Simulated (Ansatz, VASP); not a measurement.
# AlCu3: VASP beside Ansatz

The input INCAR:

```
  PREC = Accurate
  ENCUT = 520
  EDIFF = 1E-7
  ISMEAR = 0
  SIGMA = 0.15
  LREAL = False
  LASPH = True
  NELM = 60
  ALGO = Fast
  ISIF = 2
  LWAVE = False
  LCHARG = False
  NBANDS = 26
```

The input KPOINTS:

```
regular mesh
0
Gamma
  12 12 12
```

POSCAR

```
AlCu3
1.0
    3.4993001882      0.0000000000      0.0000000000
    0.0000000000      3.4993001882      0.0000000000
    0.0000000000      0.0000000000      3.4993001882
Al Cu
1 3
Direct
    0.0000000000      0.0000000000      0.0000000000
    0.5000000000      0.4839510768      0.0000000000
    0.5000000000      0.0000000000      0.5000000000
    0.0000000000      0.5160489232      0.5000000000
```

Input for Ansatz:

```yaml
crystal:
  lattice:
    - [3.4993001882, 0.0, 0.0]
    - [0.0, 3.4993001882, 0.0]
    - [0.0, 0.0, 3.4993001882]
  atoms:
    - { symbol: Al, position: [0.0, 0.0, 0.0] }
    - { symbol: Cu, position: [0.5, 0.4839510768, 0.0] }
    - { symbol: Cu, position: [0.5, 0.0, 0.5] }
    - { symbol: Cu, position: [0.0, 0.5160489232, 0.5] }
basis:
  ecutwfc: 520.0
kpoints:
  mp_grid: { grid: [12, 12, 12] }
hamiltonian:
  xc: lda
  pseudopotentials: { kind: paw, azcp: { folder: soft_1 } }
scf:
  occupations: { method: gaussian, width: 0.15 }
output:
  forces: true
  stress: true
  eigenvalues: true
```

Change from the starting cell: mode 5 frozen in at -0.058 Å, equal normal strain along x, y and z -0.0250.

Alike in both runs: task single point; functional LDA; k mesh 12 × 12 × 12; occupations gaussian, width 0.15 eV; no spin polarisation.

|  | VASP | Ansatz |
| --- | --- | --- |
| version | VASP 6.6.1 | Ansatz 0.2.0 |
| potentials or method | VASP PAW LDA potentials, release 64 (Al, Cu), cutoff 520 eV | scalar-relativistic, plane waves, PAW |
| valence electrons in the cell | 36 | 60 |

|  | VASP | Ansatz | Ansatz less VASP |
| --- | --- | --- | --- |
| gap on the k mesh at the Fermi level (eV) | none | none | - |
| pressure (GPa) | 16.2 | 15.5 | -0.70 |
| rms of the force components (eV/Å) | 0.210 | 0.209 | -0.0019 |

Ansatz warns that its potentials were made for another functional, while VASP's fit it. LDA's correlation is that of Perdew and Zunger in VASP and of Perdew and Wang (1992) in Ansatz. Atom by atom the forces differ by 0.002 eV/Å (rms over components). A gap of «none» marks a metal or a gap that the smearing closes. VASP's potentials hold 36 valence electrons a cell and Ansatz's 60, so a difference there can come from the potentials and not from the codes.
